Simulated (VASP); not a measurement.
# Pd (P6_3/mmc) in VASP: single point with PBE

Aim: the single point of Pd with PBE.

Everything below comes from runs of VASP 6.6.1. Logs are shortened: lines on timing, memory, paths and dates and some standing lists are left out, and cuts for length are marked.

## (1) The cell of the first run

Symmetry: P6_3/mmc, No. 194, hexagonal system. Conventional cell: a = 2.769 Å, b = 2.769 Å, c = 4.637 Å, α = 90.00°, β = 90.00°, γ = 120.00°. Within 3.6 Å of Pd (site symmetry -6m2) lie 12 Pd at 2.77 to 2.82 Å.

This isn't the form of Pd at room conditions, which is fcc.

## (2) Single point, PBE

Contents of INCAR:

```
SYSTEM = Pd
PREC = Accurate
ENCUT = 500
EDIFF = 1E-6
ISMEAR = 0
SIGMA = 0.05
LREAL = .FALSE.
LASPH = .TRUE.
NELM = 120
ALGO = Normal
ISIF = 2
LWAVE = .FALSE.
LCHARG = .FALSE.
GGA = PE
NBANDS = 17
GGA_COMPAT = .FALSE.
```

Contents of KPOINTS:

```
Automatic mesh
0
G
  8 8 4
  0 0 0
```

Contents of POSCAR:

```
Pd
1.0
    2.7690414814      0.0000000000      0.0000000000
   -1.3845207407      2.3980602670      0.0000000000
    0.0000000000      0.0000000000      4.6367739905
Pd
2
Direct
    0.3333333333      0.6666666667      0.7500000000
    0.6666666667      0.3333333333      0.2500000000
```

Potentials or basis: VASP PAW PBE potentials, release 64 (Pd).

Started as:

```
$ cat potpaw_PBE.64/Pd/POTCAR > POTCAR
$ mpirun -np 1 vasp_std > vasp.out
```

OUTCAR:

```text
SYSTEM = Pd
   PREC = Accurate
   ENCUT = 500
   EDIFF = 1E-6
   ISMEAR = 0
   LREAL = .FALSE.
   LASPH = .TRUE.
   NELM = 120
   ISIF = 2
   GGA = PE

 ion  position               nearest neighbor table
   1  0.333  0.667  0.750-   2 2.82   2 2.82   2 2.82   2 2.82   2 2.82   2 2.82
   2  0.667  0.333  0.250-   1 2.82   1 2.82   1 2.82   1 2.82   1 2.82   1 2.82

  LATTYP: Found a hexagonal cell.
 ALAT       =     2.7690414814
 C/A-ratio  =     1.6745050667

  Lattice vectors:

 A1 = (   2.7690414814,   0.0000000000,   0.0000000000)
 A2 = (  -1.3845207407,   2.3980602670,   0.0000000000)
 A3 = (   0.0000000000,   0.0000000000,   4.6367739905)

Analysis of symmetry for initial positions (statically):
=====================================================================
 Subroutine PRICEL returns:
 Original cell was already a primitive cell.

 Routine SETGRP: Setting up the symmetry group for a
 hexagonal supercell.

 Subroutine GETGRP returns: Found 24 space group operations
 (whereof 12 operations were pure point group operations)
 out of a pool of 24 trial point group operations.

The static configuration has the point symmetry D_3d.
 The point group associated with its full space group is D_6h.

Analysis of symmetry for dynamics (positions and initial velocities):
=====================================================================
 Subroutine PRICEL returns:
 Original cell was already a primitive cell.

 Routine SETGRP: Setting up the symmetry group for a
 hexagonal supercell.

 Subroutine GETGRP returns: Found 24 space group operations
 (whereof 12 operations were pure point group operations)
 out of a pool of 24 trial point group operations.

The dynamic configuration has the point symmetry D_3d.
 The point group associated with its full space group is D_6h.

 Subroutine INISYM returns: Found 24 space group operations
 (whereof 12 operations are pure point group operations),
 and found     1 'primitive' translations

----------------------------------------------------------------------------------------

                                     Primitive cell

  volume of cell :      30.7897

  direct lattice vectors                    reciprocal lattice vectors
     2.769041481  0.000000000  0.000000000     0.361135796  0.208501849  0.000000000
    -1.384520741  2.398060267  0.000000000     0.000000000  0.417003698  0.000000000
     0.000000000  0.000000000  4.636773991     0.000000000  0.000000000  0.215667186

[... 76 lines left out ...]
   ICHARG =      2    charge: 1-file 2-atom 10-const
   ISPIN  =      1    spin polarized calculation?
   LNONCOLLINEAR =      F non collinear calculations
   LSORBIT =      F    spin-orbit coupling
   LASPH  =      T    aspherical Exc in radial PAW
   ENCUT  =  500.0 eV  36.75 Ry    6.06 a.u.   5.05  5.05  8.45*2*pi/ulx,y,z
   NELM   =    120;   NELMIN=  2; NELMDL= -5     # of ELM steps
   EDIFF  = 0.1E-05   stopping-criterion for ELM
   LREAL  =      F    real-space projection
   EDIFFG = 0.1E-04   stopping-criterion for IOM
   NSW    =      0    number of steps for IOM
   IBRION =     -1    ionic relax: 0-MD 1-quasi-New 2-CG
   NFREE  =      0    steps in history (QN), initial steepest desc. (CG)
   ISIF   =      2    stress and relaxation
   ISYM   =      2    0-nonsym 1-usesym 2-fastsym
   POTIM  = 0.5000    time-step for ionic-motion
   TEBEG  =    0.0;   TEEND  =   0.0 temperature during run
   PSTRESS=    0.0 pullay stress
   NELECT =      20.0000    total number of electrons
   NUPDOWN=      -1.0000    fix difference up-down
   EMIN   =  10.00;   EMAX   =-10.00  energy-range for DOS
   EFERMI =   0.00;   METHOD = LEGACY
   ISMEAR =     0;   SIGMA  =   0.05  broadening in eV -4-tet -1-fermi 0-gaus
   EFERMI_NEDOS =   21; number of points for ismear=-14 and -15
   IALGO  =     38    algorithm
   IMIX   =      4    mixing-type and parameters
     AMIX     =   0.40;   BMIX     =  1.00
     AMIX_MAG =   1.60;   BMIX_MAG =  1.00
  volume/ion in A,a.u.               =      15.39       103.89
  Fermi-wavevector in a.u.,A,eV,Ry     =   1.417804  2.679262 27.350016  2.010169
  Thomas-Fermi vector in A             =   2.538996
   LORBIT       =      0    0 simple, 1 ext, 2 COOP (PROOUT), +10 PAW based schemes
   GGA     = PE    functional components
   LHFCALC =     F    Hartree Fock is set to
   AEXX    =    0.0000 exact exchange contribution
   IVDW    =     0    specifies the selected vdW correction
   LEPSILON=     F    determine dielectric tensor
   LRPA    =     F    only Hartree local field effects (RPA)
 non-spin polarized calculation
 Gauss-broadening in eV      SIGMA  =   0.05
  energy-cutoff  :      500.00
  volume of cell :       30.79
 maximum number of plane-waves:       792
   NGX = 11   NGY = 11   NGZ = 17

 number of electron      20.0000006 magnetization

 Free energy of the ion-electron system (eV)
  ---------------------------------------------------
  ext. energy  EPLUGINS =         0.00000000
  ---------------------------------------------------
  free energy    TOTEN  =       -10.34668484 eV

  energy without entropy =      -10.33973518  energy(sigma->0) =      -10.34321001

 E-fermi :   9.0893     XC(G=0): -12.9165

 val. band max:        9.0668674596   @ k =   0.3750   0.1250   0.0000
 cond. band min:       9.0908818125   @ k =   0.3750   0.0000   0.0000
 fundamental gap:      0.0240143529
 Fermi energy:         9.0892526129

 k-point     1 :       0.0000    0.0000    0.0000
  band No.  band energies     occupation
      1       2.2642      2.00000
      2       4.0966      2.00000
      3       6.3081      2.00000
      4       6.5114      2.00000
      5       6.5114      2.00000
      6       6.8342      2.00000
[... 457 lines left out ...]
      4       5.3262      2.00000
      5       7.6525      2.00000
      6       7.6525      2.00000
[... 9 lines left out ...]
     16      24.8043      0.00000
     17      26.5774      0.00000

 [... further k-points ...]
[... 5 lines left out ...]
  --------------------------------------------------------------------------------------
  -------------------------------------------------------------------------------------
  Total       -0.0364291     -0.0364291     -0.0256418      0.0000000      0.0000000      0.0000000
  in kB       -1.8956281     -1.8956281     -1.3342991      0.0000000      0.0000000      0.0000000
  external PRESSURE =      -1.7085184 kB  Pullay stress =       0.0000000 kB

 VOLUME and BASIS-vectors are now :
 -----------------------------------------------------------------------------
  energy-cutoff  :      500.00
  volume of cell :       30.79
      direct lattice vectors                 reciprocal lattice vectors
     2.769041481  0.000000000  0.000000000     0.361135796  0.208501849  0.000000000
    -1.384520741  2.398060267  0.000000000     0.000000000  0.417003698  0.000000000
     0.000000000  0.000000000  4.636773991     0.000000000  0.000000000  0.215667186

 POSITION                                       TOTAL-FORCE (eV/Angst)
 -----------------------------------------------------------------------------------
     -0.00000      1.59871      3.47758         0.000000     -0.000000      0.000000
      1.38452      0.79935      1.15919        -0.000000      0.000000      0.000000
 -----------------------------------------------------------------------------------
    total drift:                               -0.000000      0.000000     -0.000000

  FREE ENERGIE OF THE ION-ELECTRON SYSTEM (eV)
  ---------------------------------------------------
  free  energy   TOTEN  =       -10.3466848400 eV

  energy  without entropy=      -10.3397351782  energy(sigma->0) =      -10.34321001
```

stdout:

```text
POSCAR found type information on POSCAR Pd
 POSCAR found :  1 types and       2 ions
 scaLAPACK will be used
 LDA part: xc-table for (Slater+PW92), standard interpolation
 POSCAR, INCAR and KPOINTS ok, starting setup
 FFT: planning ... GRIDC
 FFT: planning ... GRID_SOFT
 FFT: planning ... GRID
 WAVECAR not read
 entering main loop
```

Wall time 18 s (1 thread of Intel Xeon Platinum 8259CL at 2.50GHz (Skylake/Cascade Lake), shared host); peak memory 0.14 GiB.

Results:

- Free energy: -10.3467 eV
- Pressure: -0.2 GPa
- Band gap on the k mesh: zero (bands 10 and 11 overlap by 0.85 eV)
